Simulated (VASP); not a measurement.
Write the native input for VASP 6.6.1 that does the following.

```
Task                   : single point
Functional             : PBE
Potentials or basis    : VASP PAW PBE potentials, release 64 (Zn, B)
Cutoff                 : 520 eV
k mesh                 : 22 × 22 × 16
Occupations            : gaussian, width 0.1 eV
Spin                   : no spin polarisation
Dipole correction      : no
Further INCAR settings : ALGO = Normal; EDIFF = 1e-07; NBANDS = 14
```

The structure of ZnB lies in POSCAR:

```
ZnB
1.0
    2.5051432327      0.0000000000      0.0000000000
    0.0000000000      2.5051432327      0.0000000000
    0.0000000000      0.0000000000      3.3925481679
Zn B
1 1
Direct
    0.5000000000      0.5000000000      0.5000000000
    0.0000000000      0.0000000000      0.0000000000
```

These files were run (other wordings do the same):

INCAR

```
SYSTEM = ZnB
PREC = Accurate
ENCUT = 520
EDIFF = 1E-7
ISMEAR = 0
SIGMA = 0.1
LREAL = .FALSE.
LASPH = .TRUE.
NELM = 100
ALGO = Normal
ISIF = 2
LWAVE = .FALSE.
LCHARG = .FALSE.
GGA = PE
NBANDS = 14
```

KPOINTS

```
regular mesh
0
G
  22 22 16
  0 0 0
```

Potentials or basis: VASP PAW PBE potentials, release 64 (Zn, B).

The run is started by

```bash
$ cat potpaw_PBE.64/Zn/POTCAR potpaw_PBE.64/B/POTCAR > POTCAR
$ mpirun -np 1 vasp_std > vasp.out
```

Results of the run:

```json
{"Pressure": "0.4 GPa"}
```

It took 60 s on 1 thread of Intel(R) Xeon(R) 6975P-C (Granite Rapids), with other jobs on the host, peak memory 0.32 GiB.
